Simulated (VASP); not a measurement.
# HF in VASP: further runs

HF is run at these levels: PBE+D3(BJ); tasks: single point.

All numbers are computed with VASP 6.6.1; they aren't measurements. Logs are shortened: lines on timing, memory, paths and dates and some standing lists are left out, and cuts for length are marked.

## 1. The cell of the first run

The cell holds an amorphous packing of atoms, 20 atoms: a = 7.617 Å, b = 7.617 Å, c = 7.617 Å, α = 90.00°, β = 90.00°, γ = 90.00°.

## 2. Single point, PBE+D3(BJ)

Contents of INCAR:

```
SYSTEM = HF
PREC = Accurate
ENCUT = 520
EDIFF = 1E-6
ISMEAR = -1
SIGMA = 0.02
LREAL = Auto
LASPH = .TRUE.
NELM = 60
ALGO = Normal
ISIF = 2
LWAVE = .FALSE.
LCHARG = .FALSE.
GGA = PE
IVDW = 12
NBANDS = 56
```

Contents of KPOINTS:

```
Automatic mesh
0
G
  1 1 1
  0 0 0
```

Contents of POSCAR:

```
HF
1.0
    7.6174120000      0.0000000000      0.0000000000
    0.0000000000      7.6174120000      0.0000000000
    0.0000000000      0.0000000000      7.6174120000
F H
10 10
Direct
    0.4204635060      0.4761424110      0.1614313116
    0.4425851972      0.9370046212      0.5758380755
    0.1742238779      0.0486810973      0.7304779805
    0.5980545393      0.5328083681      0.8038378948
    0.1126854570      0.8090571112      0.1671447069
    0.8452870824      0.3077362712      1.0155915821
    0.9130277494      0.7115074543      0.7804988602
    0.8660130201      0.1618680513      0.7302459088
    0.5618906423      0.8550157432      0.2778277705
    0.6071086344      0.1806944676      0.1861119024
    0.4690326006      0.3673035835      0.1989229644
    0.4790819031      0.8986048865      0.4601325768
    0.2631228001      0.0022784525      0.6528506238
    0.5385878698      0.5317431992      0.9130003613
    0.0774508086      0.7363099898      0.0745460151
    0.8562822258      0.2524320378      0.8987119502
    0.8051030356      0.6505226826      0.7742188811
    0.9790972197      0.1057184182      0.7140791773
    0.5777429803      0.9658915498      0.2192475678
    0.7081574504      0.2276844040      0.1188078889
```

Potentials or basis: VASP PAW PBE potentials, release 64 (F, H).

Run with:

```bash
$ cat potpaw_PBE.64/F/POTCAR potpaw_PBE.64/H/POTCAR > POTCAR
$ mpirun -np 1 vasp_gam > vasp.out
```

OUTCAR:

```text
SYSTEM = HF
   PREC = Accurate
   ENCUT = 520
   EDIFF = 1E-6
   ISMEAR = -1
   LREAL = Auto
   LASPH = .TRUE.
   NELM = 60
   ISIF = 2
   GGA = PE
   IVDW = 12
 IVDW          = 12

 ion  position               nearest neighbor table
   1  0.420  0.476  0.161-  11 0.95
   2  0.443  0.937  0.576-  12 0.97
   3  0.174  0.049  0.730-  13 0.97
   4  0.598  0.533  0.804-  14 0.95
   5  0.113  0.809  0.167-  15 0.94
   6  0.845  0.308  0.016-  16 0.99
   7  0.913  0.712  0.780-  17 0.95
   8  0.866  0.162  0.730-  18 0.97
   9  0.562  0.855  0.278-  19 0.96
  10  0.607  0.181  0.186-  20 0.99
  11  0.469  0.367  0.199-   1 0.95
  12  0.479  0.899  0.460-   2 0.97
  13  0.263  0.002  0.653-   3 0.97
  14  0.539  0.532  0.913-   4 0.95
  15  0.077  0.736  0.075-   5 0.94
  16  0.856  0.252  0.899-   6 0.99
  17  0.805  0.651  0.774-   7 0.95
  18  0.979  0.106  0.714-   8 0.97
  19  0.578  0.966  0.219-   9 0.96
  20  0.708  0.228  0.119-  10 0.99

  LATTYP: Found a simple cubic cell.
 ALAT       =     7.6174120000

  Lattice vectors:

 A1 = (   7.6174120000,   0.0000000000,   0.0000000000)
 A2 = (   0.0000000000,   7.6174120000,   0.0000000000)
 A3 = (   0.0000000000,   0.0000000000,   7.6174120000)

Analysis of symmetry for initial positions (statically):
=====================================================================
 Subroutine PRICEL returns:
 Original cell was already a primitive cell.

 Routine SETGRP: Setting up the symmetry group for a
 simple cubic supercell.

 Subroutine GETGRP returns: Found  1 space group operations
 (whereof  1 operations were pure point group operations)
 out of a pool of 48 trial point group operations.

The static configuration has the point symmetry C_1 .

Analysis of symmetry for dynamics (positions and initial velocities):
=====================================================================
 Subroutine PRICEL returns:
 Original cell was already a primitive cell.

 Routine SETGRP: Setting up the symmetry group for a
 simple cubic supercell.

 Subroutine GETGRP returns: Found  1 space group operations
 (whereof  1 operations were pure point group operations)
 out of a pool of 48 trial point group operations.

The dynamic configuration has the point symmetry C_1 .

 Subroutine INISYM returns: Found  1 space group operations
 (whereof  1 operations are pure point group operations),
 and found     1 'primitive' translations

----------------------------------------------------------------------------------------

                                     Primitive cell

  volume of cell :     442.0001

  direct lattice vectors                    reciprocal lattice vectors
     7.617412000  0.000000000  0.000000000     0.131278182  0.000000000  0.000000000
     0.000000000  7.617412000  0.000000000     0.000000000  0.131278182  0.000000000
     0.000000000  0.000000000  7.617412000     0.000000000  0.000000000  0.131278182

  length of vectors
     7.617412000  7.617412000  7.617412000     0.131278182  0.131278182  0.131278182

  position of ions in fractional coordinates (direct lattice)
     0.420463506  0.476142411  0.161431312
     0.442585197  0.937004621  0.575838076
     0.174223878  0.048681097  0.730477980
     0.598054539  0.532808368  0.803837895
     0.112685457  0.809057111  0.167144707
     0.845287082  0.307736271  0.015591582
     0.913027749  0.711507454  0.780498860
     0.866013020  0.161868051  0.730245909
     0.561890642  0.855015743  0.277827770
     0.607108634  0.180694468  0.186111902
     0.469032601  0.367303583  0.198922964
     0.479081903  0.898604887  0.460132577
     0.263122800  0.002278453  0.652850624
     0.538587870  0.531743199  0.913000361
     0.077450809  0.736309990  0.074546015
     0.856282226  0.252432038  0.898711950
     0.805103036  0.650522683  0.774218881
     0.979097220  0.105718418  0.714079177
     0.577742980  0.965891550  0.219247568
     0.708157450  0.227684404  0.118807889

  ion indices of the primitive-cell ions
   primitive index   ion index
                 1           1
                 2           2
                 3           3
                 4           4
                 5           5
                 6           6
                 7           7
                 8           8
                 9           9
                10          10
                11          11
                12          12
                13          13
                14          14
                15          15
                16          16
                17          17
                18          18
                19          19
                20          20

----------------------------------------------------------------------------------------

 KPOINTS: Automatic mesh

Automatic generation of k-mesh.
 Grid dimensions read from file:
 generate k-points for:    1    1    1

 Generating k-lattice:

  Cartesian coordinates                     Fractional coordinates (reciprocal lattice)
     0.131278182  0.000000000  0.000000000     1.000000000  0.000000000  0.000000000
     0.000000000  0.131278182  0.000000000     0.000000000  1.000000000  0.000000000
     0.000000000  0.000000000  0.131278182     0.000000000  0.000000000  1.000000000

  Length of vectors
     0.131278182  0.131278182  0.131278182

  Shift w.r.t. Gamma in fractional coordinates (k-lattice)
     0.000000000  0.000000000  0.000000000

 Subroutine IBZKPT returns following result:
 ===========================================

 Found      1 irreducible k-points:

 Following reciprocal coordinates:
            Coordinates               Weight
  0.000000  0.000000  0.000000      1.000000
   k-points           NKPTS =      1   k-points in BZ     NKDIM =      1   number of bands    NBANDS=     56
   number of dos      NEDOS =    301   number of ions     NIONS =     20
   total plane-waves  NPLWV = 216000
   dimension x,y,z NGX =    60 NGY =   60 NGZ =   60
   dimension x,y,z NGXF=   120 NGYF=  120 NGZF=  120
   ions per type =              10  10
   NGX,Y,Z   is equivalent  to a cutoff of  13.09, 13.09, 13.09 a.u.
   NGXF,Y,Z  is equivalent  to a cutoff of  26.19, 26.19, 26.19 a.u.
 SYSTEM =  HF
   PREC   = accura    normal or accurate (medium, high low for compatibility)
   ISTART =      0    job   : 0-new  1-cont  2-samecut
   ICHARG =      2    charge: 1-file 2-atom 10-const
   ISPIN  =      1    spin polarized calculation?
   LNONCOLLINEAR =      F non collinear calculations
   LSORBIT =      F    spin-orbit coupling
   LASPH  =      T    aspherical Exc in radial PAW
   ENCUT  =  520.0 eV  38.22 Ry    6.18 a.u.  14.16 14.16 14.16*2*pi/ulx,y,z
   NELM   =     60;   NELMIN=  2; NELMDL= -5     # of ELM steps
   EDIFF  = 0.1E-05   stopping-criterion for ELM
   LREAL  =      T    real-space projection
   EDIFFG = 0.1E-04   stopping-criterion for IOM
   NSW    =      0    number of steps for IOM
   IBRION =     -1    ionic relax: 0-MD 1-quasi-New 2-CG
   NFREE  =      0    steps in history (QN), initial steepest desc. (CG)
   ISIF   =      2    stress and relaxation
   ISYM   =      2    0-nonsym 1-usesym 2-fastsym
   POTIM  = 0.5000    time-step for ionic-motion
   TEBEG  =    0.0;   TEEND  =   0.0 temperature during run
   PSTRESS=    0.0 pullay stress
   NELECT =      80.0000    total number of electrons
   NUPDOWN=      -1.0000    fix difference up-down
   EMIN   =  10.00;   EMAX   =-10.00  energy-range for DOS
   EFERMI =   0.00;   METHOD = LEGACY
   ISMEAR =    -1;   SIGMA  =   0.02  broadening in eV -4-tet -1-fermi 0-gaus
   EFERMI_NEDOS =   21; number of points for ismear=-14 and -15
   IALGO  =     38    algorithm
   IMIX   =      4    mixing-type and parameters
     AMIX     =   0.40;   BMIX     =  1.00
     AMIX_MAG =   1.60;   BMIX_MAG =  1.00
  volume/ion in A,a.u.               =      22.10       149.14
  Fermi-wavevector in a.u.,A,eV,Ry     =   0.926042  1.749966 11.667729  0.857554
  Thomas-Fermi vector in A             =   2.051962
   LORBIT       =      0    0 simple, 1 ext, 2 COOP (PROOUT), +10 PAW based schemes
   GGA     = PE    functional components
   LHFCALC =     F    Hartree Fock is set to
   AEXX    =    0.0000 exact exchange contribution
   IVDW    =    12    specifies the selected vdW correction
   LEPSILON=     F    determine dielectric tensor
   LRPA    =     F    only Hartree local field effects (RPA)
 non-spin polarized calculation
  energy-cutoff  :      520.00
  volume of cell :      442.00
 maximum number of plane-waves:      5919
 NGX is ok and might be reduce to    60
   NGX = 29   NGY = 29   NGZ = 29

 number of electron      79.9999979 magnetization

 Free energy of the ion-electron system (eV)
  ---------------------------------------------------
  ext. energy  EPLUGINS =         0.00000000
  ---------------------------------------------------
  free energy    TOTEN  =       -82.19117924 eV

  energy without entropy =      -82.19117924  energy(sigma->0) =      -82.19117924

 E-fermi :  -6.8961     XC(G=0):  -4.7481

 val. band max:       -7.4520792104   @ k =   0.0000   0.0000   0.0000
 cond. band min:      -0.5909277924   @ k =   0.0000   0.0000   0.0000
 fundamental gap:      6.8611514180
 Fermi energy:        -6.8960704959

 k-point     1 :       0.0000    0.0000    0.0000
  band No.  band energies     occupation
      1     -29.6270      2.00000
      2     -29.2875      2.00000
      3     -29.1101      2.00000
      4     -28.8753      2.00000
      5     -28.7649      2.00000
      6     -28.6555      2.00000
      7     -28.3331      2.00000
      8     -28.3053      2.00000
      9     -27.9169      2.00000
     10     -27.8817      2.00000
     11     -13.9109      2.00000
     12     -13.4444      2.00000
     13     -13.0344      2.00000
     14     -12.4463      2.00000
     15     -12.1733      2.00000
     16     -11.9639      2.00000
     17     -11.7411      2.00000
     18     -11.2864      2.00000
     19     -11.1349      2.00000
     20     -11.0346      2.00000
     21      -9.4054      2.00000
     22      -9.2662      2.00000
     23      -9.1438      2.00000
     24      -8.9803      2.00000
     25      -8.9415      2.00000
     26      -8.8096      2.00000
     27      -8.7695      2.00000
     28      -8.7125      2.00000
     29      -8.5712      2.00000
     30      -8.5557      2.00000
     31      -8.5063      2.00000
     32      -8.3971      2.00000
     33      -8.3616      2.00000
     34      -8.1994      2.00000
     35      -8.1419      2.00000
     36      -8.0061      2.00000
     37      -7.6528      2.00000
     38      -7.5997      2.00000
     39      -7.4824      2.00000
     40      -7.4521      2.00000
     41      -0.5909      0.00000
     42       1.8224      0.00000
     43       1.9066      0.00000
     44       2.1932      0.00000
     45       2.3458      0.00000
     46       2.4093      0.00000
     47       2.6160      0.00000
     48       3.8650      0.00000
     49       4.2004      0.00000
     50       4.3541      0.00000
     51       4.4310      0.00000
     52       4.5553      0.00000
 [bands above 52 left out]

------------------------ aborting loop because EDIFF is reached ----------------------------------------

 Edisp (eV)   -0.28193

 E8    (eV) :    -0.0560

  FORCE on cell =-STRESS in cart. coord.  units (eV):
  Direction    XX          YY          ZZ          XY          YZ          ZX
  --------------------------------------------------------------------------------------
  -------------------------------------------------------------------------------------
  Total      -1.28361    -1.11396    -1.46461    -0.16688     0.13945     0.14731
  in kB      -4.65286    -4.03793    -5.30898    -0.60491     0.50547     0.53396
  external pressure =       -4.67 kB  Pullay stress =        0.00 kB

 VOLUME and BASIS-vectors are now :
 -----------------------------------------------------------------------------
  energy-cutoff  :      520.00
  volume of cell :      442.00
      direct lattice vectors                 reciprocal lattice vectors
     7.617412000  0.000000000  0.000000000     0.131278182  0.000000000  0.000000000
     0.000000000  7.617412000  0.000000000     0.000000000  0.131278182  0.000000000
     0.000000000  0.000000000  7.617412000     0.000000000  0.000000000  0.131278182

 POSITION                                       TOTAL-FORCE (eV/Angst)
 -----------------------------------------------------------------------------------
      3.20284      3.62697      1.22969         0.085596      0.054917     -0.244625
      3.37135      7.13755      4.38640        -0.150209      0.054421      0.217414
      1.32714      0.37082      5.56435        -0.272150      0.115939      0.138325
      4.55563      4.05862      6.12316         0.076775      0.061794     -0.061404
      0.85837      6.16292      1.27321         0.053104      0.152567      0.167690
      6.43890      2.34415      0.11877        -0.113781     -0.027454      0.246810
      6.95491      5.41985      5.94538         0.219021      0.090779      0.098451
      6.59678      1.23302      5.56258        -0.206180      0.134039      0.069146
      4.28015      6.51301      2.11633        -0.100819      0.109898     -0.006851
      4.62460      1.37642      1.41769        -0.239989     -0.110755      0.125149
      3.57281      2.79790      1.51528         0.039975     -0.060691     -0.077398
      3.64936      6.84504      3.50502         0.058332     -0.085187     -0.235323
      2.00431      0.01736      4.97303         0.250865     -0.135240     -0.170644
      4.10265      4.05051      6.95470        -0.099115     -0.002287      0.243774
      0.58997      5.60878      0.56785        -0.112380     -0.114986     -0.276486
      6.52265      1.92288      6.84586         0.025456     -0.130223     -0.235778
      6.13280      4.95530      5.89754        -0.296657     -0.133386      0.096008
      7.45819      0.80530      5.43944         0.398547     -0.144224     -0.006442
      4.40091      7.35759      1.67010         0.079797      0.084892      0.125634
      5.39433      1.73437      0.90501         0.303812      0.085187     -0.213450
 -----------------------------------------------------------------------------------
    total drift:                               -0.001841     -0.003884     -0.003441

  FREE ENERGIE OF THE ION-ELECTRON SYSTEM (eV)
  ---------------------------------------------------
  free  energy   TOTEN  =       -82.4731074278 eV

  energy  without entropy=      -82.4731074278  energy(sigma->0) =      -82.47310743
```

Run time: 26 s. Hardware: 1 thread of Intel Xeon 6975P-C (Granite Rapids), shared host; peak memory 0.42 GiB.

What came out:

```
Free energy                : -82.4731 eV
Pressure                   : -0.5 GPa
Largest force              : 0.424 eV/Å
Band gap on the k mesh     : 6.86 eV
Dispersion energy per atom : -0.014 eV
```

Forces on the atoms (eV/Å):
```
F    0.086  0.055 -0.245
F   -0.150  0.054  0.217
F   -0.272  0.116  0.138
F    0.077  0.062 -0.061
F    0.053  0.153  0.168
F   -0.114 -0.027  0.247
F    0.219  0.091  0.098
F   -0.206  0.134  0.069
F   -0.101  0.110 -0.007
F   -0.240 -0.111  0.125
H    0.040 -0.061 -0.077
H    0.058 -0.085 -0.235
H    0.251 -0.135 -0.171
H   -0.099 -0.002  0.244
H   -0.112 -0.115 -0.276
H    0.025 -0.130 -0.236
H   -0.297 -0.133  0.096
H    0.399 -0.144 -0.006
H    0.080  0.085  0.126
H    0.304  0.085 -0.213
```

Stress tensor (GPa, compression positive):
```
-0.47 -0.06  0.05
-0.06 -0.40  0.05
 0.05  0.05 -0.53
```

Caveat: the k points lie up to 0.82 Å⁻¹ apart.

(Part 1 of 2 ends here.)
